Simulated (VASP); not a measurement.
Set up this calculation in VASP 6.6.1, as the native input.

```yaml
Task: single point
Functional: PBE
Potentials_or_basis: VASP PAW PBE potentials, release 64 (Y_sv)
Cutoff: 520 eV
k_mesh: 10 × 10 × 6
Occupations: fermi-dirac, width 0.0784 eV
Spin: no spin polarisation
Dipole_correction: no
Further_INCAR_settings: ALGO = Normal; EDIFF = 1e-06; NBANDS = 18
```

The structure of Y lies in POSCAR:

```
Y
1.0
    1.8574050000      3.2171190000      0.0000000000
   -1.8574050000      3.2171190000      0.0000000000
    0.0000000000      0.0000000000      5.8416040000
Y
2
Direct
    0.3333000000      0.3334000000      0.2500000000
    0.6666000000      0.6667000000      0.7500000000
```

The input as run:

INCAR

```
ALGO = Normal
EDIFF = 1E-6
ENCUT = 520
GGA = PE
ISIF = 2
ISMEAR = -1
LASPH = T
LCHARG = F
LREAL = F
LWAVE = F
NBANDS = 18
NELM = 60
PREC = Accurate
SIGMA = 0.0784
```

KPOINTS

```
k-points
0
Gamma
  10 10 6
```

Potentials or basis: VASP PAW PBE potentials, release 64 (Y_sv).

Run with:

```sh
$ cat potpaw_PBE.64/Y_sv/POTCAR > POTCAR
$ mpirun -np 1 vasp_std > vasp.out
```

It gave:

```json
{"Pressure": "-2.3 GPa", "Band gap on the k mesh": "zero (bands 11 and 12 overlap by 1.37 eV)"}
```

Wall time 120 s on 1 thread of Intel(R) Xeon(R) Platinum 8259CL CPU @ 2.50GHz (Skylake/Cascade Lake) (shared host), peak memory 0.3 GiB.
